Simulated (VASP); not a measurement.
# MnS (P6_3mc) in VASP: further runs, part 2 of 2

VASP 6.6.1.

## 3. Single point, PBE+U, collinear spin, ferromagnetic start

Input file INCAR:

```
PREC = Accurate
ENCUT = 520
EDIFF = 1E-6
ISMEAR = 0
SIGMA = 0.05
LREAL = False
LASPH = True
NELM = 150
ALGO = Normal
ISIF = 2
LWAVE = False
LCHARG = True
ISPIN = 2
MAGMOM = 4.81 4.81 0.04 0.04
LORBIT = 11
LMAXMIX = 4
LDAU = True
LDAUTYPE = 2
LDAUL = 2 -1
LDAUU = 5 0
LDAUJ = 0 0
LDAUPRINT = 1
GGA = PE
LELF = True
LVHAR = True
NBANDS = 31
```

Input file KPOINTS:

```
regular mesh
0
Gamma
  6 6 3
```

Input file POSCAR:

```
MnS
1.0
    3.9760016100      0.0000000000      0.0000000000
   -1.9880008000      3.4433184000      0.0000000000
    0.0000000000      0.0000000000      6.4320005000
Mn S
2 2
Direct
    0.3333333333      0.6666666667      0.0000000000
    0.6666666667      0.3333333333      0.5000000000
    0.3333333333      0.6666666667      0.3850000000
    0.6666666667      0.3333333333      0.8850000000
```

Potentials or basis: VASP PAW PBE potentials, release 64 (Mn_pv, S).

Command:

```
$ cat potpaw_PBE.64/Mn_pv/POTCAR potpaw_PBE.64/S/POTCAR > POTCAR
$ mpirun -np 1 vasp_std > vasp.out
```

OUTCAR:

```text
PREC = Accurate
   ENCUT = 520
   EDIFF = 1E-6
   ISMEAR = 0
   LREAL = False
   LASPH = True
   NELM = 150
   ISIF = 2
   ISPIN = 2
   LORBIT = 11
   GGA = PE

 ion  position               nearest neighbor table
   1  0.333  0.667  0.000-   4 2.41   4 2.41   4 2.41   3 2.48
   2  0.667  0.333  0.500-   3 2.41   3 2.41   3 2.41   4 2.48
   3  0.333  0.667  0.385-   2 2.41   2 2.41   2 2.41   1 2.48
   4  0.667  0.333  0.885-   1 2.41   1 2.41   1 2.41   2 2.48

  LATTYP: Found a hexagonal cell.
 ALAT       =     3.9760016100
 C/A-ratio  =     1.6177057081

  Lattice vectors:

 A1 = (   3.9760016100,   0.0000000000,   0.0000000000)
 A2 = (  -1.9880008000,   3.4433184000,   0.0000000000)
 A3 = (   0.0000000000,   0.0000000000,   6.4320005000)

Analysis of symmetry for initial positions (statically):
[... 1219 lines left out ...]

------------------------ aborting loop because EDIFF is reached ----------------------------------------

  FORCE on cell =-STRESS in cart. coord.  units (eV):
  Direction    XX          YY          ZZ          XY          YZ          ZX
  --------------------------------------------------------------------------------------
  -------------------------------------------------------------------------------------
  Total        3.7001633      3.7001633      2.1773318      0.0000000     -0.0000000      0.0000000
  in kB       67.3227221     67.3227221     39.6155232      0.0000001     -0.0000000      0.0000000
  external PRESSURE =      58.0869891 kB  Pullay stress =       0.0000000 kB

 VOLUME and BASIS-vectors are now :
 -----------------------------------------------------------------------------
  energy-cutoff  :      520.00
  volume of cell :       88.06
      direct lattice vectors                 reciprocal lattice vectors
     3.976001610  0.000000000  0.000000000     0.251508952  0.145208761  0.000000000
    -1.988000800  3.443318400  0.000000000     0.000000000  0.290417523  0.000000000
     0.000000000  0.000000000  6.432000500     0.000000000  0.000000000  0.155472625

 POSITION                                       TOTAL-FORCE (eV/Angst)
 -----------------------------------------------------------------------------------
      0.00000      2.29555      0.00000        -0.000000      0.000000      0.234450
      1.98800      1.14777      3.21600         0.000000      0.000000      0.234450
      0.00000      2.29555      2.47632        -0.000000     -0.000000     -0.234450
      1.98800      1.14777      5.69232        -0.000000      0.000000     -0.234450
 -----------------------------------------------------------------------------------
    total drift:                               -0.000001     -0.000000      0.000364

  FREE ENERGIE OF THE ION-ELECTRON SYSTEM (eV)
  ---------------------------------------------------
  free  energy   TOTEN  =       -25.3896855471 eV

  energy  without entropy=      -25.3896855471  energy(sigma->0) =      -25.38968555

 total charge

# of ion       s       p       d       tot
------------------------------------------
    1        0.265   6.218   4.877  11.359
    2        0.265   6.218   4.877  11.359
    3        1.312   2.498   0.000   3.810
    4        1.312   2.498   0.000   3.810
--------------------------------------------------
tot          3.153  17.432   9.754  30.339

 magnetization (x)

# of ion       s       p       d       tot
------------------------------------------
    1        0.047   0.059   4.507   4.613
    2        0.047   0.059   4.507   4.613
    3        0.006   0.012   0.000   0.017
    4        0.006   0.012   0.000   0.017
--------------------------------------------------
tot          0.105   0.142   9.014   9.261
```

OSZICAR:

```text
N       E                     dE             d eps       ncg     rms          rms(c)
DAV:   1     0.383110008388E+03    0.38311E+03   -0.20652E+04  1824   0.126E+03
DAV:   2     0.250522522892E+01   -0.38060E+03   -0.35865E+03  1807   0.366E+02
DAV:   3    -0.237942819109E+02   -0.26300E+02   -0.25948E+02  2116   0.103E+02
DAV:   4    -0.243769979156E+02   -0.58272E+00   -0.58211E+00  1919   0.154E+01
DAV:   5    -0.243873960724E+02   -0.10398E-01   -0.10396E-01  2133   0.229E+00    0.150E+01
DAV:   6    -0.243216975563E+02    0.65699E-01   -0.10530E+01  1879   0.340E+01    0.151E+01
DAV:   7    -0.253083311394E+02   -0.98663E+00   -0.24785E+00  1874   0.976E+00    0.939E+00
DAV:   8    -0.253452134037E+02   -0.36882E-01   -0.20103E-01  1982   0.373E+00    0.538E+00
DAV:   9    -0.253868518122E+02   -0.41638E-01   -0.35076E-02  1926   0.186E+00    0.949E-01
DAV:  10    -0.253885510030E+02   -0.16992E-02   -0.10170E-02  1926   0.102E+00    0.363E-01
DAV:  11    -0.253892813560E+02   -0.73035E-03   -0.83069E-04  1981   0.210E-01    0.220E-01
DAV:  12    -0.253894632719E+02   -0.18192E-03   -0.32313E-04  1872   0.157E-01    0.129E-01
DAV:  13    -0.253896775786E+02   -0.21431E-03   -0.13597E-04  1841   0.999E-02    0.340E-02
DAV:  14    -0.253896790735E+02   -0.14949E-05   -0.22732E-05  2102   0.265E-02    0.156E-02
DAV:  15    -0.253896826713E+02   -0.35977E-05   -0.45952E-06  1862   0.111E-02    0.768E-03
DAV:  16    -0.253896847830E+02   -0.21118E-05   -0.10377E-06  1547   0.583E-03    0.413E-03
DAV:  17    -0.253896855471E+02   -0.76400E-06   -0.75560E-07  1453   0.399E-03
   1 F= -.25389686E+02 E0= -.25389686E+02  d E =-.844878E-18  mag=    10.0000
```

Run time: 39 s. Hardware: 1 thread of AMD EPYC 9R45 (Zen 5), shared host; peak memory 0.22 GiB.

What came out:

```yaml
Free_energy: -25.3897 eV
Pressure: 5.8 GPa
Largest_force: 0.234 eV/Å
Band_gap_on_the_k_mesh: 1.58 eV, direct
Net_moment: 10.00 μB per cell
Site_moments: Mn +4.61; S +0.02 μB
Valence_electrons_inside_the_program's_atomic_spheres: Mn 11.36; S 3.81
```

Forces on the atoms (eV/Å):
```
Mn   0.000  0.000  0.234
Mn   0.000  0.000  0.234
S    0.000  0.000 -0.234
S    0.000  0.000 -0.234
```

Stress tensor (GPa, compression positive):
```
6.73 0.00 0.00
0.00 6.73 0.00
0.00 0.00 3.96
```

Levels at points of the mesh, in eV from the valence-band top:
Spin up:
| k point | band 22 | band 23 | band 24 | band 25 | band 26 | band 27 |
| --- | --- | --- | --- | --- | --- | --- |
| (0.00, 0.00, 0.00) | -0.13 | 0.00 | 0.00 | 1.58 | 3.07 | 6.18 |
| (0.50, 0.00, 0.00) | -2.37 | -1.52 | -1.02 | 3.72 | 4.08 | 4.57 |
Spin down:
```
           k point  band 12  band 13  band 14  band 15  band 16  band 17
(0.00, 0.00, 0.00)    -2.37    -2.37    -2.18     2.46     2.94     2.94
(0.50, 0.00, 0.00)    -2.79    -2.64    -2.38     1.89     2.27     2.86
```

Eigenvalues of the final occupation matrices:
| site | spin | trace | eigenvalues |
| --- | --- | --- | --- |
| site 1 d | 1 | 4.71 | 0.94 0.94 0.94 0.94 0.95 |
| site 1 d | 2 | 0.19 | 0.01 0.01 0.05 0.05 0.05 |
| site 2 d | 1 | 4.71 | 0.94 0.94 0.94 0.94 0.95 |
| site 2 d | 2 | 0.19 | 0.01 0.01 0.05 0.05 0.05 |

Caveat: only a ferromagnetic start was run, and an antiferromagnetic order may lie lower in energy.
